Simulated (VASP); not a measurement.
# GaN (P6_3mc) in VASP: further runs, part 2 of 2

VASP 6.6.1. The steps go on from the part before.

## (4) Single point, PBEsol

This run uses another cell than the first one, of 11.26 Å³/atom.

Contents of INCAR:

```
PREC = Accurate
ENCUT = 520
EDIFF = 1E-6
ISMEAR = 0
SIGMA = 0.01
LREAL = F
LASPH = T
NELM = 80
ALGO = Normal
ISIF = 2
LWAVE = F
LCHARG = T
GGA = PS
LELF = T
LVHAR = T
NBANDS = 26
```

Contents of KPOINTS:

```
Automatic mesh
0
Gamma
  8 8 4
```

Contents of POSCAR:

```
GaN
1.0
    3.1717448337      0.0000000000      0.0000000000
   -1.5858724169      2.7468116003      0.0000000000
    0.0000000000      0.0000000000      5.1677780790
Ga N
2 2
Direct
    0.3333333333      0.6666666667     -0.0007981541
    0.6666666667      0.3333333333      0.4992018459
    0.3333333333      0.6666666667      0.3757981541
    0.6666666667      0.3333333333      0.8757981541
```

Potentials or basis: VASP PAW PBE potentials, release 64 (Ga_d, N).

Launch:

```sh
$ cat potpaw_PBE.64/Ga_d/POTCAR potpaw_PBE.64/N/POTCAR > POTCAR
$ mpirun -np 1 vasp_std > vasp.out
```

OUTCAR:

```text
PREC = Accurate
   ENCUT = 520
   EDIFF = 1E-6
   ISMEAR = 0
   LREAL = F
   LASPH = T
   NELM = 80
   ISIF = 2
   GGA = PS

 ion  position               nearest neighbor table
   1  0.333  0.667  0.999-   4 1.94   4 1.94   4 1.94   3 1.95
   2  0.667  0.333  0.499-   3 1.94   3 1.94   3 1.94   4 1.95
   3  0.333  0.667  0.376-   2 1.94   2 1.94   2 1.94   1 1.95
   4  0.667  0.333  0.876-   1 1.94   1 1.94   1 1.94   2 1.95

  LATTYP: Found a hexagonal cell.
 ALAT       =     3.1717448337
 C/A-ratio  =     1.6293170951

  Lattice vectors:

 A1 = (   3.1717448337,   0.0000000000,   0.0000000000)
 A2 = (  -1.5858724169,   2.7468116003,   0.0000000000)
 A3 = (   0.0000000000,   0.0000000000,   5.1677780790)

Analysis of symmetry for initial positions (statically):
=====================================================================
 Subroutine PRICEL returns:
 Original cell was already a primitive cell.

 Routine SETGRP: Setting up the symmetry group for a
 hexagonal supercell.

 Subroutine GETGRP returns: Found 12 space group operations
[... 171 lines left out ...]

 E-fermi :   5.3980     XC(G=0): -11.9836

 val. band max:        5.3497101639   @ k =   0.0000   0.0000   0.0000
 cond. band min:       7.3111128432   @ k =   0.0000   0.0000   0.0000
 fundamental gap:      1.9614026793
 Fermi energy:         5.3980177970

 k-point     1 :       0.0000    0.0000    0.0000
  band No.  band energies     occupation
      1     -10.7575      2.00000
      2      -9.7546      2.00000
      3      -8.0661      2.00000
      4      -8.0499      2.00000
      5      -8.0499      2.00000
      6      -7.9851      2.00000
[... 685 lines left out ...]
     25      17.4782      0.00000
     26      17.4782      0.00000

 [... further k-points ...]

------------------------ aborting loop because EDIFF is reached ----------------------------------------

  FORCE on cell =-STRESS in cart. coord.  units (eV):
  Direction    XX          YY          ZZ          XY          YZ          ZX
  --------------------------------------------------------------------------------------
  -------------------------------------------------------------------------------------
  Total        0.5044050      0.5044050      0.5091338     -0.0000000     -0.0000000     -0.0000000
  in kB       17.9497753     17.9497753     18.1180547     -0.0000000     -0.0000000     -0.0000000
  external PRESSURE =      18.0058684 kB  Pullay stress =       0.0000000 kB

 VOLUME and BASIS-vectors are now :
 -----------------------------------------------------------------------------
  energy-cutoff  :      520.00
  volume of cell :       45.02
      direct lattice vectors                 reciprocal lattice vectors
     3.171744834  0.000000000  0.000000000     0.315283874  0.182029230  0.000000000
    -1.585872417  2.746811600  0.000000000     0.000000000  0.364058460  0.000000000
     0.000000000  0.000000000  5.167778079     0.000000000  0.000000000  0.193506761

 POSITION                                       TOTAL-FORCE (eV/Angst)
 -----------------------------------------------------------------------------------
     -0.00000      1.83121      5.16365        -0.000000     -0.000000      0.001078
      1.58587      0.91560      2.57976         0.000000      0.000000      0.001078
     -0.00000      1.83121      1.94204        -0.000000      0.000000     -0.001078
      1.58587      0.91560      4.52593         0.000000     -0.000000     -0.001078
 -----------------------------------------------------------------------------------
    total drift:                               -0.000001     -0.000001     -0.000088

  FREE ENERGIE OF THE ION-ELECTRON SYSTEM (eV)
  ---------------------------------------------------
  free  energy   TOTEN  =       -26.2655791362 eV

  energy  without entropy=      -26.2655791362  energy(sigma->0) =      -26.26557914
```

stdout:

```text
POSCAR found type information on POSCAR GaN
 POSCAR found :  2 types and       4 ions
 scaLAPACK will be used
 -----------------------------------------------------------------------------
|                                                                             |
|                                                                             |
|     You enforced a specific xc type in the INCAR file but a different       |
|     I HOPE YOU KNOW WHAT YOU ARE DOING!                                     |
|                                                                             |
 -----------------------------------------------------------------------------

 LDA part: xc-table for (Slater+PW92), standard interpolation
 POSCAR, INCAR and KPOINTS ok, starting setup
 FFT: planning ... GRIDC
 FFT: planning ... GRID_SOFT
 FFT: planning ... GRID
 WAVECAR not read
 entering main loop
```

It took 40 s on 1 thread of Intel Xeon Platinum 8488C (Sapphire Rapids), shared host; peak memory 0.17 GiB.

What came out:

```
Free energy            : -26.2656 eV
Pressure               : 1.8 GPa
Band gap on the k mesh : 1.96 eV
```

Levels at points of the mesh, in eV from the valence-band top:
```csv
k point,band 16,band 17,band 18,band 19,band 20,band 21
"(0.00, 0.00, 0.00)",-0.05,0.00,0.00,1.96,4.28,9.17
"(0.50, 0.00, 0.00)",-2.82,-2.29,-1.03,4.97,5.57,5.98
"(0.00, 0.00, 0.50)",-0.54,-0.54,-0.54,4.28,4.28,8.43
"(0.50, 0.00, 0.50)",-2.00,-1.95,-1.95,4.33,4.33,7.77
```

Caveat: the PAW data sets were made with another functional, which shifts forces and pressure a little.

## (5) Relaxation of cell and atoms, PBEsol, target pressure 1 GPa, at which the enthalpy is minimised

This run uses another cell than the first one, of 11.37 Å³/atom.

Contents of INCAR:

```
PREC     = Accurate       # precision mode
ENCUT    = 600            # plane-wave cutoff, eV
EDIFF    = 1E-7           # SCF threshold, eV
ISMEAR   = 0              # smearing method
SIGMA    = 0.01           # smearing width, eV
LREAL    = F              # projectors in reciprocal space
LASPH    = T              # aspherical terms in the spheres
NELM     = 60             # most SCF steps
ALGO     = Normal         # electronic algorithm
ISIF     = 3              # what is computed and relaxed
LWAVE    = F              # write WAVECAR
LCHARG   = F              # write CHGCAR
GGA      = PS             # functional
IBRION   = 2              # ionic algorithm
NSW      = 100            # ionic steps
EDIFFG   = -0.002         # ionic threshold
PSTRESS  = 10.0
```

Contents of KPOINTS:

```
regular mesh
0
Gamma
  8 8 4
```

Contents of POSCAR:

```
GaN
1.0
    3.1825860146      0.0000000000      0.0000000000
   -1.5912930073      2.7562003384      0.0000000000
    0.0000000000      0.0000000000      5.1854291207
Ga N
2 2
Direct
    0.3333333333      0.6666666667     -0.0008064438
    0.6666666667      0.3333333333      0.4991935562
    0.3333333333      0.6666666667      0.3758064438
    0.6666666667      0.3333333333      0.8758064438
```

Launch:

```sh
$ cat potpaw_PBE.64/Ga_d/POTCAR potpaw_PBE.64/N/POTCAR > POTCAR
$ mpirun -np 1 vasp_std > vasp.out
```

Run time: 2.3 min. Hardware: 1 thread of Intel Xeon Platinum 8488C (Sapphire Rapids), shared host; peak memory 0.19 GiB.

It converged, with:

```
Free energy                                                : -26.2710 eV
Relaxed volume                                             : 11.29 Å³/atom
Relaxed cell                                               : a = 3.175 Å, b = 3.175 Å, c = 5.173 Å, α = 90.00°, β = 90.00°, γ = 120.00°
Space group after relaxing (to 0.1 Å)                      : P6_3mc (No. 186)
Energy change on relaxing (the run minimises the enthalpy) : +0.2 meV/atom
Ionic steps                                                : 3
Pressure after relaxing                                    : 1.0 GPa
Band gap on the k mesh                                     : 1.94 eV
```

Step by step:
| step | energy change (eV) | largest force (eV/Å) | pressure (GPa) | volume (Å³) |
| --- | --- | --- | --- | --- |
| 1 | 0.0000 | 0.0002 | -0.39 | 45.49 |
| 2 | 0.0039 | 0.0036 | 2.41 | 44.84 |
| 3 | 0.0006 | 0.0018 | 1.03 | 45.15 |

Final structure:
```xyz
4
Lattice="3.1748 0.0000 0.0000 -1.5874 2.7495 0.0000 0.0000 0.0000 5.1729" Properties=species:S:1:pos:R:3 pbc="T T T"
Ga    0.0000    1.8330    5.1687
Ga    1.5874    0.9165    2.5823
N     0.0000    1.8330    1.9440
N     1.5874    0.9165    4.5305
```

Levels at points of the mesh, in eV from the valence-band top:
```
           k point  band 16  band 17  band 18  band 19  band 20  band 21
(0.00, 0.00, 0.00)    -0.04     0.00     0.00     1.94     4.26     9.16
(0.50, 0.00, 0.00)    -2.81    -2.28    -1.02     4.97     5.56     5.97
(0.00, 0.00, 0.50)    -0.54    -0.54    -0.54     4.27     4.27     8.42
(0.50, 0.00, 0.50)    -1.99    -1.94    -1.94     4.33     4.33     7.75
```

Caveat: the cell is relaxed towards a set pressure, so the run minimises the enthalpy, not the energy; the PAW data sets were made with another functional, which shifts forces and pressure a little.

## (6) Relaxation of cell and atoms, PBEsol, target pressure 2 GPa, at which the enthalpy is minimised

This run uses another cell than the first one, of 11.37 Å³/atom.

Contents of INCAR:

```
ALGO = Normal
EDIFF = 1E-6
EDIFFG = -0.002
ENCUT = 600
GGA = PS
IBRION = 2
ISIF = 3
ISMEAR = 0
LASPH = True
LCHARG = False
LREAL = False
LWAVE = False
NELM = 100
NSW = 100
PREC = Accurate
PSTRESS = 20.0
SIGMA = 0.01
```

Contents of KPOINTS:

```
k-points
0
Gamma
  8 8 4
```

POSCAR is that of step 5.

Potentials or basis: VASP PAW PBE potentials, release 64 (Ga_d, N).

Launch:

```sh
$ cat potpaw_PBE.64/Ga_d/POTCAR potpaw_PBE.64/N/POTCAR > POTCAR
$ mpirun -np 1 vasp_std > vasp.out
```

Run time: 3.3 min. Hardware: 1 thread of Intel Xeon Platinum 8488C (Sapphire Rapids), shared host; peak memory 0.19 GiB.

Results (log left out):

```yaml
Free_energy: -26.2687 eV
Relaxed_volume: 11.23 Å³/atom
Relaxed_cell: a = 3.169 Å, b = 3.169 Å, c = 5.164 Å, α = 90.00°, β = 90.00°, γ = 120.00°
Space_group_after_relaxing_to_0.1_Å: P6_3mc (No. 186)
Energy_change_on_relaxing_the_run_minimises_the_enthalpy: +0.7 meV/atom
Ionic_steps: 8
Pressure_after_relaxing: 2.0 GPa
Band_gap_on_the_k_mesh: 1.98 eV
```

Step by step:
| step | energy change (eV) | largest force (eV/Å) | pressure (GPa) | volume (Å³) |
| --- | --- | --- | --- | --- |
| 1 | 0.0000 | 0.0001 | -0.37 | 45.49 |
| 2 | 0.0135 | 0.0057 | 4.47 | 44.39 |
| 3 | 0.0028 | 0.0028 | 1.87 | 44.92 |
| 4 | 0.0032 | 0.0029 | 2.51 | 44.90 |
| 5 | 0.0030 | 0.0028 | 1.85 | 44.91 |
| 6 | 0.0030 | 0.0007 | 2.12 | 44.91 |
| 7 | 0.0030 | 0.0015 | 2.07 | 44.91 |
| 8 | 0.0029 | 0.0010 | 1.99 | 44.91 |

Final structure:
```
CELL_PARAMETERS angstrom
3.16912 0.00000 0.00000
-1.58456 2.74454 0.00000
0.00000 0.00000 5.16361
ATOMIC_POSITIONS crystal
Ga 0.33333 0.66667 0.99921
Ga 0.66667 0.33333 0.49921
N 0.33333 0.66667 0.37579
N 0.66667 0.33333 0.87579
```

Levels at points of the mesh, in eV from the valence-band top:
| k point | band 15 | band 16 | band 17 | band 18 | band 19 | band 20 | band 21 | band 22 |
| --- | --- | --- | --- | --- | --- | --- | --- | --- |
| (0.00, 0.00, 0.00) | -1.07 | -0.05 | 0.00 | 0.00 | 1.98 | 4.29 | 9.19 | 9.89 |
| (0.50, 0.00, 0.00) | -4.33 | -2.83 | -2.30 | -1.03 | 4.98 | 5.59 | 5.98 | 8.68 |
| (0.00, 0.00, 0.50) | -0.55 | -0.55 | -0.55 | -0.55 | 4.30 | 4.30 | 8.45 | 8.45 |
| (0.50, 0.00, 0.50) | -2.01 | -2.01 | -1.95 | -1.95 | 4.34 | 4.34 | 7.78 | 7.78 |

Caveat: the cell is relaxed towards a set pressure, so the run minimises the enthalpy, not the energy; the PAW data sets were made with another functional, which shifts forces and pressure a little.

## (7) The runs side by side

```tsv
task	cell	cutoff (eV)	gap on the mesh (eV)	pressure (GPa)
single point	a = 3.161, b = 3.161, c = 5.150 Å, angles 90.0, 90.0, 120.0°, 4 atoms	520	2.03	3.8
single point	a = 3.177, b = 3.177, c = 5.176 Å, angles 90.0, 90.0, 120.0°, 4 atoms	520	1.93	0.8
single point	a = 3.172, b = 3.172, c = 5.168 Å, angles 90.0, 90.0, 120.0°, 4 atoms	520	1.96	1.8
relaxation of cell and atoms	relaxed to 1 GPa from a = 3.183, b = 3.183, c = 5.185 Å, angles 90.0, 90.0, 120.0°, 4 atoms	600	1.94	1.0
relaxation of cell and atoms	relaxed to 2 GPa from a = 3.183, b = 3.183, c = 5.185 Å, angles 90.0, 90.0, 120.0°, 4 atoms	600	1.98	2.0
```

Alike in all rows: level PBEsol; potentials or basis VASP PAW PBE potentials, release 64 (Ga_d, N); no spin polarisation; k mesh 8 × 8 × 4; smearing gaussian 0.01 eV.

Caveats: the PAW data sets were made with another functional, which shifts forces and pressure a little; the cell is relaxed towards a set pressure, so the run minimises the enthalpy, not the energy (at least some runs); the cell stands under pressure (at least some runs).

Total energies depend on the potentials used, so only differences within one code and one set of settings carry meaning.
